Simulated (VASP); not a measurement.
Here is a VASP 6.6.1 calculation.

Contents of INCAR:

```
PREC = Accurate
ENCUT = 600
EDIFF = 1E-7
ISMEAR = 0
SIGMA = 0.02
LREAL = F
LASPH = T
NELM = 200
ALGO = Normal
ISIF = 4
LWAVE = F
LCHARG = F
ISPIN = 2
MAGMOM = 0.95 0.95 0 0 0 0
LORBIT = 11
LMAXMIX = 4
LDAU = T
LDAUTYPE = 2
LDAUL = 2 -1
LDAUU = 3.25 0
LDAUJ = 0 0
LDAUPRINT = 1
GGA = PE
IBRION = 2
NSW = 50
EDIFFG = -0.01
GGA_COMPAT = F
NELMIN = 4
KPAR = 4
```

KPOINTS

```
Automatic mesh
0
Gamma
  6 10 6
```

The input POSCAR:

```
VO2
1.0
    4.3859972272      0.0000000000      0.0693715688
    0.0000000000      2.9690974709      0.0000000000
   -0.0693272670      0.0000000000      4.3859979277
V O
2 4
Direct
    0.0000000000      0.0000000000      0.0000000000
    0.5000000000      0.5000000000      0.5000000000
    0.7989493437      0.5000000000      0.2010506563
    0.2010506563      0.5000000000      0.7989493437
    0.7010507500      0.0000000000      0.7010507500
    0.2989492500      0.0000000000      0.2989492500
```

Potentials or basis: VASP PAW PBE potentials, release 64 (V_sv, O).

Run with:

```sh
$ cat potpaw_PBE.64/V_sv/POTCAR potpaw_PBE.64/O/POTCAR > POTCAR
$ mpirun -np 4 vasp_std > vasp.out
```

Problem. Estimate the band gap on the k mesh.

Solution. 1.04 eV, indirect (least direct gap 1.28 eV).

Problem. What does it give for the net moment?

Solution. 2.00 μB per cell.

Problem. Estimate the site moments.

Solution. V +1.05; O -0.04 μB.

Step by step:
```csv
step,energy change (eV),largest force (eV/Å),pressure (GPa),volume (Å³)
1,0.0000,0.0426,20.76,57.13
2,-0.0004,0.0061,20.74,57.13
3,-0.0004,0.0120,20.72,57.13
4,-0.0004,0.0014,20.71,57.13
```

Caveat: the cell differs from its parent crystal (volume scaled by 0.94). A k mesh can miss the band edges.
